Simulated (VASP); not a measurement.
Set up this calculation in VASP 6.6.1, as the native input.

- Task: single point
- Functional: PBE
- Potentials or basis: VASP PAW PBE potentials, release 64 (Sr_sv, Ti_sv, O)
- Cutoff: 520 eV
- k mesh: 4 × 4 × 4
- Occupations: gaussian, width 0.02 eV
- Spin: no spin polarisation
- Dipole correction: no
- Further INCAR settings: ALGO = Normal; EDIFF = 1e-07; NBANDS = 28

The structure of SrTiO3 (Tausonite) lies in POSCAR:

```
SrTiO3
1.0
    3.9364041151      0.0000000000      0.0000000000
    0.0000000000      3.9364041151      0.0000000000
    0.0000000000      0.0000000000      3.9364041151
Sr Ti O
1 1 3
Direct
    0.5000000000      0.5000000000      0.5000000000
    0.0000000000      0.0000000000      0.0000000000
    0.5000000000      0.0000000000      0.0000000000
    0.0000000000      0.5000000000      0.0000000000
    0.0000000000      0.0000000000      0.5000000000
```

The input as run:

INCAR

```
PREC = Accurate ; ENCUT = 520
EDIFF = 1E-7 ; ISMEAR = 0
SIGMA = 0.02 ; LREAL = False
LASPH = True ; NELM = 100
ALGO = Normal ; ISIF = 2
LWAVE = False ; LCHARG = True
GGA = PE ; LELF = True
LVHAR = True ; NBANDS = 28
```

KPOINTS

```
regular mesh
0
Gamma
  4 4 4
```

Potentials or basis: VASP PAW PBE potentials, release 64 (Sr_sv, Ti_sv, O).

Command:

```sh
$ cat potpaw_PBE.64/Sr_sv/POTCAR potpaw_PBE.64/Ti_sv/POTCAR potpaw_PBE.64/O/POTCAR > POTCAR
$ mpirun -np 1 vasp_std > vasp.out
```

Results of the run:

* Pressure: 0.7 GPa
* Band gap on the k mesh: 1.79 eV, indirect (least direct gap 2.16 eV)

It took 26 s on 1 thread of AMD EPYC 7R13 Processor (Zen 3), on a shared host, peak memory 0.14 GiB.
